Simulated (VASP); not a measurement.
Set up this calculation in VASP 6.6.1, as the native input.

* Task: single point
* Functional: PBEsol
* Potentials or basis: VASP PAW PBE potentials, release 64 (W_sv, S)
* Cutoff: 520 eV
* k mesh: 12 × 12 × 2
* Occupations: gaussian, width 0.05 eV
* Spin: no spin polarisation
* Dipole correction: no
* Further INCAR settings: ALGO = Normal; EDIFF = 1e-06; NBANDS = 35

The structure of WS2 lies in POSCAR:

```
WS2
1.0
    3.2280036364      0.0000000000      0.0000000000
   -1.6140018182      2.7955331526      0.0000000000
    0.0000000000      0.0000000000     13.0266084735
W S
2 4
Direct
    0.3333333333      0.6666666667      0.2500000000
    0.6666666667      0.3333333333      0.7500000000
    0.3333333333      0.6666666667      0.6396781747
    0.6666666667      0.3333333333      0.1396781747
    0.3333333333      0.6666666667      0.8603218253
    0.6666666667      0.3333333333      0.3603218253
```

This cell differs from its parent crystal: atoms shifted along a free coordinate.

These files were run (other wordings do the same):

INCAR

```
SYSTEM = WS2
PREC     = Accurate       ! precision mode
ENCUT    = 520            ! plane-wave cutoff, eV
EDIFF    = 1E-6           ! SCF threshold, eV
ISMEAR   = 0              ! smearing method
SIGMA    = 0.05           ! smearing width, eV
LREAL    = .FALSE.        ! projectors in reciprocal space
LASPH    = .TRUE.         ! aspherical terms in the spheres
NELM     = 100            ! most SCF steps
ALGO     = Normal         ! electronic algorithm
ISIF     = 2              ! what is computed and relaxed
LWAVE    = .FALSE.        ! write WAVECAR
LCHARG   = .TRUE.         ! write CHGCAR
GGA      = PS             ! functional
LELF     = .TRUE.         ! ELF
LVHAR    = .TRUE.       
NBANDS   = 35             ! bands
```

KPOINTS

```
Automatic mesh
0
G
  12 12 2
  0 0 0
```

Potentials or basis: VASP PAW PBE potentials, release 64 (W_sv, S).

Command:

```bash
$ cat potpaw_PBE.64/W_sv/POTCAR potpaw_PBE.64/S/POTCAR > POTCAR
$ mpirun -np 1 vasp_std > vasp.out
```

Results of the run:

```yaml
Pressure: 6.3 GPa
Largest_force: 2.339 eV/Å
Band_gap_on_the_k_mesh: 0.15 eV (least direct gap 1.32 eV)
```

Caveat: the cell differs from its parent crystal (atoms shifted along a free coordinate); the stress differs along the axes, from 1 to 18 GPa; the PAW data sets were made with another functional, which shifts forces and pressure a little; spin-orbit coupling is left out, which moves the levels of the heavy elements; this functional lacks dispersion, which binds layers or chains, so the pressure and a relaxed spacing across them are unreliable.

Run time: 120 s on 1 thread of Intel(R) Xeon(R) Platinum 8259CL CPU @ 2.50GHz (Skylake/Cascade Lake), with other jobs on the host, peak memory 0.29 GiB.
